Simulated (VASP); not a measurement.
Set up this calculation in VASP 6.6.1, as the native input.

```yaml
Task: single point
Functional: r2SCAN
Potentials_or_basis: VASP PAW PBE potentials, release 64 (Al, Fe, Co)
Cutoff: 520 eV
k_mesh: 10 × 10 × 10
Occupations: gaussian, width 0.1 eV
Spin: no spin polarisation
Dipole_correction: no
Further_INCAR_settings: ALGO = Normal; EDIFF = 1e-06; NBANDS = 34
```

The system is Al4FeCo3.

```
Al Fe Co
1.0
    -2.85419    2.85419    2.85419
     2.85419   -2.85419    2.85419
     2.85419    2.85419   -2.85419
Al Fe Co
4 1 3
Direct
  0.00000 0.50000 0.00000
  0.50000 0.50000 0.50000
  0.00000 0.00000 0.50000
  0.50000 0.00000 0.00000
  0.00000 0.00000 0.00000
  0.50000 0.00000 0.50000
  0.50000 0.50000 0.00000
  0.00000 0.50000 0.50000
```

These files were run (other wordings do the same):

POSCAR

```
Al4FeCo3
1.0
   -2.8541907000      2.8541907000      2.8541907000
    2.8541907000     -2.8541907000      2.8541907000
    2.8541907000      2.8541907000     -2.8541907000
Al Fe Co
4 1 3
Direct
    0.0000000000      0.5000000000      0.0000000000
    0.5000000000      0.5000000000      0.5000000000
    0.0000000000      0.0000000000      0.5000000000
    0.5000000000      0.0000000000      0.0000000000
    0.0000000000      0.0000000000      0.0000000000
    0.5000000000      0.0000000000      0.5000000000
    0.5000000000      0.5000000000      0.0000000000
    0.0000000000      0.5000000000      0.5000000000
```

INCAR.step1

```
  PREC = Accurate
  ENCUT = 520
  ISMEAR = 0
  SIGMA = 0.1
  LREAL = False
  LASPH = True
  NELM = 60
  NBANDS = 34
  GGA = PE
  ALGO = Normal
  EDIFF = 1E-4
  LWAVE = True
  LCHARG = False
```

INCAR.step2

```
  PREC = Accurate
  ENCUT = 520
  EDIFF = 1E-6
  ISMEAR = 0
  SIGMA = 0.1
  LREAL = False
  LASPH = True
  NELM = 60
  ALGO = Normal
  ISIF = 2
  LWAVE = False
  LCHARG = False
  METAGGA = R2SCAN
  LMIXTAU = True
  NBANDS = 34
  ISTART = 1
```

KPOINTS

```
Automatic mesh
0
Gamma
  10 10 10
```

Potentials or basis: VASP PAW PBE potentials, release 64 (Al, Fe, Co).

Command:

```bash
$ cat potpaw_PBE.64/Al/POTCAR potpaw_PBE.64/Fe/POTCAR potpaw_PBE.64/Co/POTCAR > POTCAR
$ cp INCAR.step1 INCAR
$ mpirun -np 1 vasp_std > vasp.out
$ cp INCAR.step2 INCAR
$ mpirun -np 1 vasp_std > vasp.out
```

Results of the run:

```json
{
  "Pressure": "-5.8 GPa",
  "Band gap on the k mesh": "zero (an odd number of electrons rules out a gap without spin polarisation)"
}
```

Caveat: the cell stands under tension; the PAW data sets were made with another functional, which shifts forces and pressure a little; the run has no spin polarisation, though such a crystal can be magnetic.

Wall time 7.8 min on 1 thread of AMD EPYC 9R45 96-Core Processor (Zen 5) (shared host), peak memory 0.31 GiB.
